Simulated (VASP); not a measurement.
# Dy3Be2Se (P4/mmm) in VASP: notebook, part 2 of 2

VASP 6.6.1.

## (4) Relaxation of cell and atoms, PBE

INCAR reads:

```
PREC     = Accurate       # precision mode
ENCUT    = 600            # plane-wave cutoff, eV
EDIFF    = 1E-7           # SCF threshold, eV
ISMEAR   = 0              # smearing method
SIGMA    = 0.1            # smearing width, eV
LREAL    = F              # projectors in reciprocal space
LASPH    = T              # aspherical terms in the spheres
NELM     = 200            # most SCF steps
ALGO     = Normal         # electronic algorithm
ISIF     = 3              # what is computed and relaxed
LWAVE    = F              # write WAVECAR
LCHARG   = F              # write CHGCAR
GGA      = PE             # functional
IBRION   = 2              # ionic algorithm
NSW      = 90             # ionic steps
EDIFFG   = -0.04          # ionic threshold
GGA_COMPAT= F            
NELMIN   = 4            
LMAXMIX  = 6              # l up to which the mixer works
```

KPOINTS reads:

```
regular mesh
0
Gamma
  6 6 2
```

POSCAR reads:

```
Dy3Be2Se
1.0
    3.3535049100      0.0000000000      0.0000000000
    0.0000000000      3.3535049100      0.0000000000
    0.0000000000      0.0000000000     10.0260012400
Dy Be Se
3 2 1
Direct
    0.5000000000      0.5000000000      0.1837450000
    0.5000000000      0.5000000000      0.5000000000
    0.5000000000      0.5000000000      0.8162550000
    0.0000000000      0.0000000000      0.3342649900
    0.0000000000      0.0000000000      0.6657350100
    0.0000000000      0.0000000000      0.0000000000
```

Potentials or basis: VASP PAW PBE potentials, release 64 (Dy_3, Be, Se), 4f in core.

The run is started by

```console
$ cat potpaw_PBE.64/Dy_3/POTCAR potpaw_PBE.64/Be/POTCAR potpaw_PBE.64/Se/POTCAR > POTCAR
$ mpirun -np 1 vasp_std > vasp.out
```

OUTCAR:

```text
PREC = Accurate
   ENCUT = 600
   EDIFF = 1E-7
   ISMEAR = 0
   LREAL = F
   LASPH = T
   NELM = 200
   ISIF = 3
   GGA = PE
   IBRION = 2
   NSW = 90
   EDIFFG = -0.04
   NELMIN = 4

 ion  position               nearest neighbor table
   1  0.500  0.500  0.184-   4 2.81   4 2.81   4 2.81   4 2.81   6 3.00   6 3.00   6 3.00   6 3.00
                             2 3.17   3 3.68
   2  0.500  0.500  0.500-   4 2.90   5 2.90   4 2.90   5 2.90   4 2.90   5 2.90   4 2.90   5 2.90
                             1 3.17   3 3.17
   3  0.500  0.500  0.816-   5 2.81   5 2.81   5 2.81   5 2.81   6 3.00   6 3.00   6 3.00   6 3.00
                             2 3.17   1 3.68
   4  0.000  0.000  0.334-   1 2.81   1 2.81   1 2.81   1 2.81   2 2.90   2 2.90   2 2.90   2 2.90

   5  0.000  0.000  0.666-   3 2.81   3 2.81   3 2.81   3 2.81   2 2.90   2 2.90   2 2.90   2 2.90

   6  0.000  0.000  0.000-   1 3.00   3 3.00   1 3.00   3 3.00   1 3.00   3 3.00   1 3.00   3 3.00

  LATTYP: Found a simple tetragonal cell.
 ALAT       =     3.3535049100
 C/A-ratio  =     2.9897082333

  Lattice vectors:

 A1 = (   3.3535049100,   0.0000000000,   0.0000000000)
 A2 = (   0.0000000000,   3.3535049100,   0.0000000000)
 A3 = (   0.0000000000,   0.0000000000,  10.0260012400)

Analysis of symmetry for initial positions (statically):
[... 181 lines left out ...]

  FORCE on cell =-STRESS in cart. coord.  units (eV):
  Direction    XX          YY          ZZ          XY          YZ          ZX
  --------------------------------------------------------------------------------------
  -------------------------------------------------------------------------------------
  Total        6.3264445      6.3264445      5.4701539      0.0000000     -0.0000000      0.0000000
  in kB       89.8968831     89.8968831     77.7292506      0.0000000     -0.0000000      0.0000000
  external PRESSURE =      85.8410056 kB  Pullay stress =       0.0000000 kB
[... 101 lines left out ...]
  FREE ENERGIE OF THE ION-ELECTRON SYSTEM (eV)
  ---------------------------------------------------
  free  energy   TOTEN  =       -27.0018247513 eV

  energy  without entropy=      -26.9909792318  energy(sigma->0) =      -26.99640199

[... ionic steps 4 to 7 ...]

--------------------------------------- Ionic step        8  -------------------------------------------

 number of electron      36.9999999 magnetization

------------------------ aborting loop because EDIFF is reached ----------------------------------------
[... 75 lines left out ...]
--------------------------------------- Ionic step       10  -------------------------------------------

 number of electron      37.0000002 magnetization

 Free energy of the ion-electron system (eV)
  ---------------------------------------------------
  ext. energy  EPLUGINS =         0.00000000
  ---------------------------------------------------
  free energy    TOTEN  =       -27.08089935 eV

  energy without entropy =      -27.06549320  energy(sigma->0) =      -27.07319627

 E-fermi :   4.3985     XC(G=0): -10.3148

 val. band max:        4.3748208198   @ k =   0.3333   0.0000   0.0000
 cond. band min:       4.4195007642   @ k =   0.1667   0.0000   0.5000
 fundamental gap:      0.0446799444
 Fermi energy:         4.3985082329

 k-point     1 :       0.0000    0.0000    0.0000
  band No.  band energies     occupation
      1     -19.3064      2.00000
      2     -19.1970      2.00000
      3     -18.8938      2.00000
      4     -18.8938      2.00000
      5     -18.8741      2.00000
      6     -18.8741      2.00000
[... 522 lines left out ...]
  FREE ENERGIE OF THE ION-ELECTRON SYSTEM (eV)
  ---------------------------------------------------
  free  energy   TOTEN  =       -27.0808993451 eV

  energy  without entropy=      -27.0654932031  energy(sigma->0) =      -27.07319627

 reached required accuracy - stopping structural energy minimisation
```

Wall time 4 min (1 thread of AMD EPYC 9R45 (Zen 5), shared host); peak memory 0.25 GiB.

What came out:

| Property | Result |
| --- | --- |
| Free energy | -27.0809 eV |
| Relaxed volume | 20.68 Å³/atom |
| Relaxed cell | a = 3.492 Å, b = 3.492 Å, c = 10.176 Å, α = 90.00°, β = 90.00°, γ = 90.00° |
| Space group after relaxing (to 0.1 Å) | P4/mmm (No. 123) |
| Energy gained by relaxing | 79.9 meV/atom |
| Ionic steps | 10 |
| Pressure after relaxing | 0.1 GPa |
| Largest force after relaxing | 0.017 eV/Å |
| Band gap on the k mesh | zero (an odd number of electrons rules out a gap without spin polarisation) |

Forces on the atoms (eV/Å):
```
Dy   0.000  0.000  0.017
Dy   0.000  0.000  0.000
Dy   0.000  0.000 -0.017
Be   0.000  0.000  0.006
Be   0.000  0.000 -0.006
Se   0.000  0.000  0.000
```

Stress tensor (GPa, compression positive):
```
0.00 0.00 0.00
0.00 0.00 0.00
0.00 0.00 0.23
```

The path:
| step | energy change (eV) | largest force (eV/Å) | pressure (GPa) | volume (Å³) |
| --- | --- | --- | --- | --- |
| 1 | 0.0000 | 1.0567 | 8.58 | 112.75 |
| 2 | -0.3737 | 0.3923 | -2.70 | 129.99 |
| 3 | -0.4002 | 0.4789 | -0.77 | 126.08 |
| 4 | -0.4372 | 0.3504 | -0.35 | 125.16 |
| 5 | -0.4548 | 0.1881 | 0.31 | 123.94 |
| 6 | -0.4633 | 0.1567 | -0.09 | 124.58 |
| 7 | -0.4693 | 0.1215 | -0.76 | 125.69 |
| 8 | -0.4746 | 0.0914 | -0.45 | 125.10 |
| 9 | -0.4787 | 0.0281 | 0.16 | 123.92 |
| 10 | -0.4793 | 0.0174 | 0.08 | 124.08 |

Final structure:
```
CELL_PARAMETERS angstrom
3.49177 0.00000 0.00000
0.00000 3.49177 0.00000
0.00000 0.00000 10.17641
ATOMIC_POSITIONS crystal
Dy 0.50000 0.50000 0.17785
Dy 0.50000 0.50000 0.50000
Dy 0.50000 0.50000 0.82215
Be 0.00000 0.00000 0.35185
Be 0.00000 0.00000 0.64815
Se 0.00000 0.00000 0.00000
```

Caveat: spin-orbit coupling is left out, which moves the levels of the heavy elements; the 4f electrons are frozen in the core, so they carry no moment and show no levels; the run has no spin polarisation, though such a crystal can be magnetic. With open d or f shells a metallic result of PBE can be an artefact of self-interaction; +U or a hybrid may open a gap.

## (5) Single point, PBE

This run uses another cell than the first one, of 20.58 Å³/atom.

INCAR reads:

```
  PREC = Accurate
  ENCUT = 600
  EDIFF = 1E-6
  ISMEAR = 0
  SIGMA = 0.1
  LREAL = False
  LASPH = True
  NELM = 200
  ALGO = Normal
  ISIF = 2
  LWAVE = False
  LCHARG = True
  GGA = PE
  LELF = True
  LVHAR = True
  NBANDS = 28
  GGA_COMPAT = False
  LMAXMIX = 6
```

KPOINTS reads:

```
Automatic mesh
0
Gamma
  12 12 4
```

POSCAR reads:

```
Dy3Be2Se
1.0
    3.4925494811      0.0000000000      0.0000000000
    0.0000000000      3.4925494811      0.0000000000
    0.0000000000      0.0000000000     10.1251608144
Dy Be Se
3 2 1
Direct
    0.5000000000      0.5000000000      0.1769781846
    0.5000000000      0.5000000000      0.5000000000
    0.5000000000      0.5000000000      0.8230218154
    0.0000000000      0.0000000000      0.3540014978
    0.0000000000      0.0000000000      0.6459985022
    0.0000000000      0.0000000000      0.0000000000
```

Potentials or basis: VASP PAW PBE potentials, release 64 (Dy_3, Be, Se), 4f in core.

The run is started by

```console
$ cat potpaw_PBE.64/Dy_3/POTCAR potpaw_PBE.64/Be/POTCAR potpaw_PBE.64/Se/POTCAR > POTCAR
$ mpirun -np 1 vasp_std > vasp.out
```

OUTCAR:

```text
PREC = Accurate
   ENCUT = 600
   EDIFF = 1E-6
   ISMEAR = 0
   LREAL = False
   LASPH = True
   NELM = 200
   ISIF = 2
   GGA = PE

 ion  position               nearest neighbor table
   1  0.500  0.500  0.177-   6 3.05   6 3.05   6 3.05   6 3.05   4 3.05   4 3.05   4 3.05   4 3.05
                             2 3.27   3 3.58
   2  0.500  0.500  0.500-   4 2.88   5 2.88   4 2.88   5 2.88   4 2.88   5 2.88   4 2.88   5 2.88
                             1 3.27   3 3.27
   3  0.500  0.500  0.823-   6 3.05   6 3.05   6 3.05   6 3.05   5 3.05   5 3.05   5 3.05   5 3.05
                             2 3.27   1 3.58
   4  0.000  0.000  0.354-   2 2.88   2 2.88   2 2.88   2 2.88   1 3.05   1 3.05   1 3.05   1 3.05
[... 957 lines left out ...]
  Total        0.3042926      0.3042926      0.2657606      0.0000000      0.0000000      0.0000000
  in kB        3.9474347      3.9474347      3.4475787      0.0000000      0.0000000      0.0000000
  external PRESSURE =       3.7808161 kB  Pullay stress =       0.0000000 kB

 VOLUME and BASIS-vectors are now :
 -----------------------------------------------------------------------------
  energy-cutoff  :      600.00
  volume of cell :      123.51
      direct lattice vectors                 reciprocal lattice vectors
     3.492549481  0.000000000  0.000000000     0.286323789  0.000000000  0.000000000
     0.000000000  3.492549481  0.000000000     0.000000000  0.286323789  0.000000000
     0.000000000  0.000000000 10.125160814     0.000000000  0.000000000  0.098763863

 POSITION                                       TOTAL-FORCE (eV/Angst)
 -----------------------------------------------------------------------------------
      1.74627      1.74627      1.79193         0.000000     -0.000000      0.027743
      1.74627      1.74627      5.06258         0.000000      0.000000      0.000000
      1.74627      1.74627      8.33323         0.000000      0.000000     -0.027743
      0.00000      0.00000      3.58432        -0.000000      0.000000     -0.001759
      0.00000      0.00000      6.54084         0.000000     -0.000000      0.001759
      0.00000      0.00000      0.00000         0.000000      0.000000      0.000000
 -----------------------------------------------------------------------------------
    total drift:                                0.000000      0.000000     -0.000000

  FREE ENERGIE OF THE ION-ELECTRON SYSTEM (eV)
  ---------------------------------------------------
  free  energy   TOTEN  =       -27.0935895347 eV

  energy  without entropy=      -27.0777124450  energy(sigma->0) =      -27.08565099
```

stdout:

```text
POSCAR found type information on POSCAR DyBeSe
 POSCAR found :  3 types and       6 ions
 scaLAPACK will be used
 LDA part: xc-table for (Slater+PW92), standard interpolation
 POSCAR, INCAR and KPOINTS ok, starting setup
 FFT: planning ... GRIDC
 FFT: planning ... GRID_SOFT
 FFT: planning ... GRID
 WAVECAR not read
 entering main loop
```

Wall time 2.9 min (1 thread of AMD EPYC 9R45 (Zen 5), shared host); peak memory 0.45 GiB.

What came out:

- Free energy: -27.0936 eV
- Pressure: 0.4 GPa
- Largest force: 0.028 eV/Å
- Band gap on the k mesh: zero (an odd number of electrons rules out a gap without spin polarisation)

Forces in eV/Å, atoms in the order of the input:
```
Dy   0.000  0.000  0.028
Dy   0.000  0.000  0.000
Dy   0.000  0.000 -0.028
Be   0.000  0.000 -0.002
Be   0.000  0.000  0.002
Se   0.000  0.000  0.000
```

Levels at points of the mesh, in eV from the Fermi level:
```tsv
k point	band 16	band 17	band 18	band 19	band 20	band 21	band 22	band 23
(0.00, 0.00, 0.00)	-2.42	-0.79	-0.73	-0.08	0.39	1.51	1.51	1.95
(0.50, 0.00, 0.00)	-2.11	-1.83	-0.08	0.12	0.87	0.91	1.41	1.73
(0.50, 0.50, 0.00)	-1.87	-1.07	-0.78	-0.65	-0.65	0.42	2.42	2.42
(0.00, 0.00, 0.50)	-1.21	-0.73	-0.71	-0.31	0.56	1.45	1.64	1.64
(0.50, 0.00, 0.50)	-2.10	-0.82	-0.51	0.15	0.54	0.90	1.16	1.32
(0.50, 0.50, 0.50)	-1.72	-1.56	-0.86	-0.86	-0.18	0.69	1.23	2.66
```

Caveat: spin-orbit coupling is left out, which moves the levels of the heavy elements; the 4f electrons are frozen in the core, so they carry no moment and show no levels; the run has no spin polarisation, though such a crystal can be magnetic.

## (6) Overview

| task | cell | k mesh | gap on the mesh (eV) | pressure (GPa) | largest force (eV/Å) |
| --- | --- | --- | --- | --- | --- |
| single point | a = 3.354, b = 3.354, c = 10.026 Å, 6 atoms, atomic positions A | 6 × 6 × 2 | none | 8.6 | 1.06 |
| single point | a = 3.480, b = 3.480, c = 10.174 Å, 6 atoms, atomic positions B | 6 × 6 × 2 | none | 0.6 | - |
| relaxation of cell and atoms | relaxed from a = 3.354, b = 3.354, c = 10.026 Å, 6 atoms, atomic positions A | 6 × 6 × 2 | none | 0.1 | 0.02 |
| single point | a = 3.493, b = 3.493, c = 10.125 Å, 6 atoms, atomic positions C | 12 × 12 × 4 | none | 0.4 | 0.03 |

Alike in all rows: level PBE; potentials or basis VASP PAW PBE potentials, release 64 (Dy_3, Be, Se), 4f in core; no spin polarisation; cutoff (eV) 600; smearing gaussian 0.1 eV.

Caveats: spin-orbit coupling is left out, which moves the levels of the heavy elements; the 4f electrons are frozen in the core, so they carry no moment and show no levels; the run has no spin polarisation, though such a crystal can be magnetic; the cell stands under pressure (at least some runs); forces of over 1 eV/Å act on the atoms, so gaps and moduli don't describe the material at rest (at least some runs).

Absolute energies hang on the potentials; compare differences alone.
